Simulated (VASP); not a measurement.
# CdS (P6_3mc) in VASP: further runs

Runs on CdS. Level: r2SCAN. Tasks: single point.

Program: VASP 6.6.1. These are calculated values, not measurements. Logs are shortened: lines on timing, memory, paths and dates and some standing lists are left out, and cuts for length are marked.

## (1) The cell of the first run

It takes space group P6_3mc (No. 186, hexagonal). The conventional cell has a = 4.081 Å, b = 4.081 Å, c = 6.631 Å, α = 90.00°, β = 90.00°, γ = 120.00°. Cd (site symmetry 3m) has 4 S at 2.49 to 2.50 Å within 3.3 Å. S (site symmetry 3m) has 4 Cd at 2.49 to 2.50 Å within 3.3 Å.

## (2) Single point, r2SCAN (strain -2.0%)

File POSCAR:

```
CdS
1.0
    4.0813092571      0.0000000000      0.0000000000
   -2.0406546285      3.5345174973      0.0000000000
    0.0000000000      0.0000000000      6.6306902802
Cd S
2 2
Direct
    0.3333333333      0.6666666667     -0.0009631164
    0.6666666667      0.3333333333      0.4990368836
    0.3333333333      0.6666666667      0.3759631164
    0.6666666667      0.3333333333      0.8759631164
```

File INCAR.step1:

```
  ALGO = Normal
  EDIFF = 1E-4
  ENCUT = 520
  GGA = PE
  ISMEAR = 0
  LASPH = T
  LCHARG = F
  LREAL = F
  LWAVE = T
  NBANDS = 26
  NELM = 60
  PREC = Accurate
  SIGMA = 0.01
```

File INCAR.step2:

```
  ALGO = Normal
  EDIFF = 1E-7
  ENCUT = 520
  ISIF = 2
  ISMEAR = 0
  ISTART = 1
  LASPH = T
  LCHARG = F
  LMIXTAU = T
  LREAL = F
  LWAVE = F
  METAGGA = R2SCAN
  NBANDS = 26
  NELM = 60
  PREC = Accurate
  SIGMA = 0.01
```

File KPOINTS:

```
k-points
0
Gamma
  12 12 4
```

Potentials or basis: VASP PAW PBE potentials, release 64 (Cd, S).

Run with:

```bash
$ cat potpaw_PBE.64/Cd/POTCAR potpaw_PBE.64/S/POTCAR > POTCAR
$ cp INCAR.step1 INCAR
$ mpirun -np 1 vasp_std > vasp.out
$ cp INCAR.step2 INCAR
$ mpirun -np 1 vasp_std > vasp.out
```

OUTCAR:

```text
EDIFF = 1E-7
   ENCUT = 520
   ISIF = 2
   ISMEAR = 0
   ISTART = 1
   LASPH = T
   LREAL = F
   METAGGA = R2SCAN
   NELM = 60
   PREC = Accurate

 ion  position               nearest neighbor table
   1  0.333  0.667  0.999-   4 2.49   4 2.49   4 2.49   3 2.50
   2  0.667  0.333  0.499-   3 2.49   3 2.49   3 2.49   4 2.50
   3  0.333  0.667  0.376-   2 2.49   2 2.49   2 2.49   1 2.50
   4  0.667  0.333  0.876-   1 2.49   1 2.49   1 2.49   2 2.50

  LATTYP: Found a hexagonal cell.
 ALAT       =     4.0813092571
 C/A-ratio  =     1.6246478428

  Lattice vectors:

 A1 = (   4.0813092571,   0.0000000000,   0.0000000000)
 A2 = (  -2.0406546285,   3.5345174973,   0.0000000000)
 A3 = (   0.0000000000,   0.0000000000,   6.6306902802)

Analysis of symmetry for initial positions (statically):
=====================================================================
 Subroutine PRICEL returns:
 Original cell was already a primitive cell.

 Routine SETGRP: Setting up the symmetry group for a
 hexagonal supercell.

 Subroutine GETGRP returns: Found 12 space group operations
 (whereof  6 operations were pure point group operations)
 out of a pool of 24 trial point group operations.

The static configuration has the point symmetry C_3v.
 The point group associated with its full space group is C_6v.

Analysis of symmetry for dynamics (positions and initial velocities):
=====================================================================
 Subroutine PRICEL returns:
 Original cell was already a primitive cell.

 Routine SETGRP: Setting up the symmetry group for a
 hexagonal supercell.

 Subroutine GETGRP returns: Found 12 space group operations
 (whereof  6 operations were pure point group operations)
 out of a pool of 24 trial point group operations.

The dynamic configuration has the point symmetry C_3v.
 The point group associated with its full space group is C_6v.

 Subroutine INISYM returns: Found 12 space group operations
 (whereof  6 operations are pure point group operations),
 and found     1 'primitive' translations

----------------------------------------------------------------------------------------

                                     Primitive cell

  volume of cell :      95.6508

  direct lattice vectors                    reciprocal lattice vectors
     4.081309257  0.000000000  0.000000000     0.245019413  0.141462024  0.000000000
    -2.040654629  3.534517497  0.000000000     0.000000000  0.282924049  0.000000000
     0.000000000  0.000000000  6.630690280     0.000000000  0.000000000  0.150813861

  length of vectors
     4.081309257  4.081309257  6.630690280     0.282924049  0.282924049  0.150813861

  position of ions in fractional coordinates (direct lattice)
     0.333333333  0.666666667  0.999036884
     0.666666667  0.333333333  0.499036884
     0.333333333  0.666666667  0.375963116
     0.666666667  0.333333333  0.875963116

  ion indices of the primitive-cell ions
   primitive index   ion index
                 1           1
                 2           2
                 3           3
                 4           4

----------------------------------------------------------------------------------------

 KPOINTS: k-points

Automatic generation of k-mesh.
 Grid dimensions read from file:
 generate k-points for:   12   12    4

 Generating k-lattice:

  Cartesian coordinates                     Fractional coordinates (reciprocal lattice)
     0.020418284  0.011788502  0.000000000     0.083333333 -0.000000000  0.000000000
     0.000000000  0.023577004  0.000000000     0.000000000  0.083333333  0.000000000
     0.000000000  0.000000000  0.037703465     0.000000000  0.000000000  0.250000000

  Length of vectors
     0.023577004  0.023577004  0.037703465

  Shift w.r.t. Gamma in fractional coordinates (k-lattice)
     0.000000000  0.000000000  0.000000000

 Subroutine IBZKPT returns following result:
 ===========================================

 Found     57 irreducible k-points:

 Following reciprocal coordinates:
            Coordinates               Weight
  0.000000  0.000000  0.000000      1.000000
  0.083333  0.000000  0.000000      6.000000
  0.166667  0.000000  0.000000      6.000000
  0.250000  0.000000  0.000000      6.000000
  0.333333  0.000000  0.000000      6.000000
  0.416667  0.000000  0.000000      6.000000
[... 16 lines left out ...]
  0.250000  0.000000  0.250000     12.000000
  0.333333  0.000000  0.250000     12.000000
 [... further k-points ...]
   k-points           NKPTS =     57   k-points in BZ     NKDIM =     57   number of bands    NBANDS=     26
   number of dos      NEDOS =    301   number of ions     NIONS =      4
   total plane-waves  NPLWV =  45000
   dimension x,y,z NGX =    30 NGY =   30 NGZ =   50
   dimension x,y,z NGXF=    60 NGYF=   60 NGZF=  100
   ions per type =               2   2
   NGX,Y,Z   is equivalent  to a cutoff of  12.22, 12.22, 12.54 a.u.
   NGXF,Y,Z  is equivalent  to a cutoff of  24.44, 24.44, 25.07 a.u.
 SYSTEM =  unknown system
   PREC   = accura    normal or accurate (medium, high low for compatibility)
   ISTART =      1    job   : 0-new  1-cont  2-samecut
   ICHARG =      0    charge: 1-file 2-atom 10-const
   ISPIN  =      1    spin polarized calculation?
   LNONCOLLINEAR =      F non collinear calculations
   LSORBIT =      F    spin-orbit coupling
   LASPH  =      T    aspherical Exc in radial PAW
   ENCUT  =  520.0 eV  38.22 Ry    6.18 a.u.   7.59  7.59 12.33*2*pi/ulx,y,z
   NELM   =     60;   NELMIN=  2; NELMDL=  0     # of ELM steps
   EDIFF  = 0.1E-06   stopping-criterion for ELM
   LREAL  =      F    real-space projection
   EDIFFG = 0.1E-05   stopping-criterion for IOM
   NSW    =      0    number of steps for IOM
   IBRION =     -1    ionic relax: 0-MD 1-quasi-New 2-CG
   NFREE  =      0    steps in history (QN), initial steepest desc. (CG)
   ISIF   =      2    stress and relaxation
   ISYM   =      2    0-nonsym 1-usesym 2-fastsym
   POTIM  = 0.5000    time-step for ionic-motion
   TEBEG  =    0.0;   TEEND  =   0.0 temperature during run
   PSTRESS=    0.0 pullay stress
   NELECT =      36.0000    total number of electrons
   NUPDOWN=      -1.0000    fix difference up-down
   EMIN   =  10.00;   EMAX   =-10.00  energy-range for DOS
   EFERMI =   0.00;   METHOD = LEGACY
   ISMEAR =     0;   SIGMA  =   0.01  broadening in eV -4-tet -1-fermi 0-gaus
   EFERMI_NEDOS =   21; number of points for ismear=-14 and -15
   IALGO  =     38    algorithm
   IMIX   =      4    mixing-type and parameters
     AMIX     =   0.40;   BMIX     =  1.00
     AMIX_MAG =   1.60;   BMIX_MAG =  1.00
  volume/ion in A,a.u.               =      23.91       161.37
  Fermi-wavevector in a.u.,A,eV,Ry     =   1.181987  2.233632 19.008623  1.397094
  Thomas-Fermi vector in A             =   2.318250
   LORBIT       =      0    0 simple, 1 ext, 2 COOP (PROOUT), +10 PAW based schemes
   METAGGA = R2SCAN    functional components
   LHFCALC =     F    Hartree Fock is set to
   AEXX    =    0.0000 exact exchange contribution
   IVDW    =     0    specifies the selected vdW correction
   LEPSILON=     F    determine dielectric tensor
   LRPA    =     F    only Hartree local field effects (RPA)
 non-spin polarized calculation
 Gauss-broadening in eV      SIGMA  =   0.01
  energy-cutoff  :      520.00
  volume of cell :       95.65
 maximum number of plane-waves:      2610
   NGX = 15   NGY = 15   NGZ = 25

 number of electron      36.0000022 magnetization

 Free energy of the ion-electron system (eV)
  ---------------------------------------------------
  ext. energy  EPLUGINS =         0.00000000
  ---------------------------------------------------
  free energy    TOTEN  =       -59.29538280 eV

  energy without entropy =      -59.29538280  energy(sigma->0) =      -59.29538280

 E-fermi :   1.4286     XC(G=0):  -9.9113

 val. band max:        1.3726335101   @ k =   0.0000   0.0000   0.0000
 cond. band min:       3.1493792457   @ k =   0.0000   0.0000   0.0000
 fundamental gap:      1.7767457356
 Fermi energy:         1.4285864734

 k-point     1 :       0.0000    0.0000    0.0000
  band No.  band energies     occupation
      1     -11.7479      2.00000
      2     -11.2755      2.00000
      3      -6.7125      2.00000
      4      -6.7071      2.00000
      5      -6.7071      2.00000
      6      -6.6057      2.00000
[... 18 lines left out ...]
     25       9.5343      0.00000
     26       9.6967      0.00000

 k-point     2 :       0.0833    0.0000    0.0000
  band No.  band energies     occupation
      1     -11.7205      2.00000
      2     -11.2633      2.00000
      3      -6.7060      2.00000
      4      -6.6948      2.00000
      5      -6.6840      2.00000
      6      -6.5923      2.00000
[... 18 lines left out ...]
     25       9.6092      0.00000
     26       9.7028      0.00000

 k-point     3 :       0.1667    0.0000    0.0000
  band No.  band energies     occupation
      1     -11.6442      2.00000
      2     -11.2311      2.00000
      3      -6.6776      2.00000
      4      -6.6630      2.00000
      5      -6.6254      2.00000
      6      -6.5496      2.00000
[... 18 lines left out ...]
     25       9.4922      0.00000
     26      10.1666      0.00000

 k-point     4 :       0.2500    0.0000    0.0000
  band No.  band energies     occupation
      1     -11.5357      2.00000
      2     -11.1906      2.00000
      3      -6.6423      2.00000
      4      -6.6247      2.00000
      5      -6.5338      2.00000
      6      -6.4782      2.00000
[... 18 lines left out ...]
     25       9.9988      0.00000
     26      10.4308      0.00000
[... 496 lines left out ...]
      1     -11.5808      2.00000
      2     -11.2876      2.00000
      3      -6.6552      2.00000
      4      -6.6481      2.00000
      5      -6.6021      2.00000
      6      -6.5629      2.00000
[... 18 lines left out ...]
     25       9.6271      0.00000
     26       9.8222      0.00000

 k-point    23 :       0.2500    0.0000    0.2500
  band No.  band energies     occupation
      1     -11.4812      2.00000
      2     -11.2362      2.00000
      3      -6.6259      2.00000
      4      -6.6046      2.00000
      5      -6.5414      2.00000
      6      -6.5009      2.00000
[... 18 lines left out ...]
     25       9.7625      0.00000
     26      10.4658      0.00000

 k-point    24 :       0.3333    0.0000    0.2500
  band No.  band energies     occupation
      1     -11.3765      2.00000
      2     -11.1897      2.00000
      3      -6.6066      2.00000
      4      -6.5675      2.00000
      5      -6.4871      2.00000
      6      -6.4398      2.00000
[... 18 lines left out ...]
     25       9.8821      0.00000
     26      11.1780      0.00000

 [... further k-points ...]

------------------------ aborting loop because EDIFF is reached ----------------------------------------

  FORCE on cell =-STRESS in cart. coord.  units (eV):
  Direction    XX          YY          ZZ          XY          YZ          ZX
  --------------------------------------------------------------------------------------
  -------------------------------------------------------------------------------------
  Total        2.7230295      2.7230295      2.7425697      0.0000000      0.0000000      0.0000000
  in kB       45.6115206     45.6115206     45.9388239      0.0000000      0.0000000      0.0000000
  external PRESSURE =      45.7206217 kB  Pullay stress =       0.0000000 kB

 VOLUME and BASIS-vectors are now :
 -----------------------------------------------------------------------------
  energy-cutoff  :      520.00
  volume of cell :       95.65
      direct lattice vectors                 reciprocal lattice vectors
     4.081309257  0.000000000  0.000000000     0.245019413  0.141462024  0.000000000
    -2.040654629  3.534517497  0.000000000     0.000000000  0.282924049  0.000000000
     0.000000000  0.000000000  6.630690280     0.000000000  0.000000000  0.150813861

 POSITION                                       TOTAL-FORCE (eV/Angst)
 -----------------------------------------------------------------------------------
     -0.00000      2.35634      6.62430        -0.000000      0.000000      0.003366
      2.04065      1.17817      3.30896        -0.000000     -0.000000      0.003366
     -0.00000      2.35634      2.49289        -0.000000      0.000000     -0.003366
      2.04065      1.17817      5.80824         0.000000      0.000000     -0.003366
 -----------------------------------------------------------------------------------
    total drift:                                0.000000      0.000001     -0.001352

  FREE ENERGIE OF THE ION-ELECTRON SYSTEM (eV)
  ---------------------------------------------------
  free  energy   TOTEN  =       -59.2953827993 eV

  energy  without entropy=      -59.2953827993  energy(sigma->0) =      -59.29538280
```

Run time: 4.9 min. Hardware: 1 thread of Intel Xeon 6975P-C (Granite Rapids), shared host; peak memory 0.28 GiB.

Results:

```yaml
Free_energy: -59.2954 eV
Pressure: 4.6 GPa
Largest_force: 0.003 eV/Å
Band_gap_on_the_k_mesh: 1.78 eV
```

Forces in eV/Å, atoms in the order of the input:
```
Cd   0.000  0.000  0.003
Cd   0.000  0.000  0.003
S    0.000  0.000 -0.003
S    0.000  0.000 -0.003
```

Caveat: the cell differs from its parent crystal (strain -2.0%); the cell stands under pressure; the PAW data sets were made with another functional, which shifts forces and pressure a little. A k mesh can miss the band edges.

## (3) Single point, r2SCAN (strain -1.0%)

File POSCAR:

```
CdS
1.0
    4.1229552699      0.0000000000      0.0000000000
   -2.0614776350      3.5705840024      0.0000000000
    0.0000000000      0.0000000000      6.6983503851
Cd S
2 2
Direct
    0.3333333333      0.6666666667     -0.0009631164
    0.6666666667      0.3333333333      0.4990368836
    0.3333333333      0.6666666667      0.3759631164
    0.6666666667      0.3333333333      0.8759631164
```

File INCAR.step1:

```
ALGO = Normal
EDIFF = 1E-4
ENCUT = 520
GGA = PE
ISMEAR = 0
LASPH = T
LCHARG = F
LREAL = F
LWAVE = T
NBANDS = 26
NELM = 60
PREC = Accurate
SIGMA = 0.01
```

File INCAR.step2:

```
ALGO = Normal
EDIFF = 1E-7
ENCUT = 520
ISIF = 2
ISMEAR = 0
ISTART = 1
LASPH = T
LCHARG = F
LMIXTAU = T
LREAL = F
LWAVE = F
METAGGA = R2SCAN
NBANDS = 26
NELM = 60
PREC = Accurate
SIGMA = 0.01
```

KPOINTS is that of step 2.

Potentials or basis: VASP PAW PBE potentials, release 64 (Cd, S).

Run with:

```bash
$ cat potpaw_PBE.64/Cd/POTCAR potpaw_PBE.64/S/POTCAR > POTCAR
$ cp INCAR.step1 INCAR
$ mpirun -np 1 vasp_std > vasp.out
$ cp INCAR.step2 INCAR
$ mpirun -np 1 vasp_std > vasp.out
```

Run time: 4.8 min. Hardware: 1 thread of Intel Xeon 6975P-C (Granite Rapids), shared host; peak memory 0.3 GiB.

Results (log left out):

* Free energy: -59.3584 eV
* Pressure: 2.3 GPa
* Band gap on the k mesh: 1.70 eV

Levels at points of the mesh, in eV from the valence-band top:
| k point | band 15 | band 16 | band 17 | band 18 | band 19 | band 20 | band 21 | band 22 |
| --- | --- | --- | --- | --- | --- | --- | --- | --- |
| (0.00, 0.00, 0.00) | -0.79 | -0.04 | 0.00 | 0.00 | 1.70 | 3.26 | 6.98 | 6.98 |
| (0.50, 0.00, 0.00) | -2.74 | -1.96 | -1.34 | -0.79 | 4.22 | 4.25 | 5.41 | 6.96 |
| (0.00, 0.00, 0.50) | -0.41 | -0.41 | -0.41 | -0.41 | 3.34 | 3.34 | 6.66 | 6.66 |
| (0.50, 0.00, 0.50) | -1.40 | -1.40 | -1.37 | -1.37 | 3.89 | 3.89 | 5.81 | 5.81 |

Caveat: the cell differs from its parent crystal (strain -1.0%); the PAW data sets were made with another functional, which shifts forces and pressure a little. A k mesh can miss the band edges.
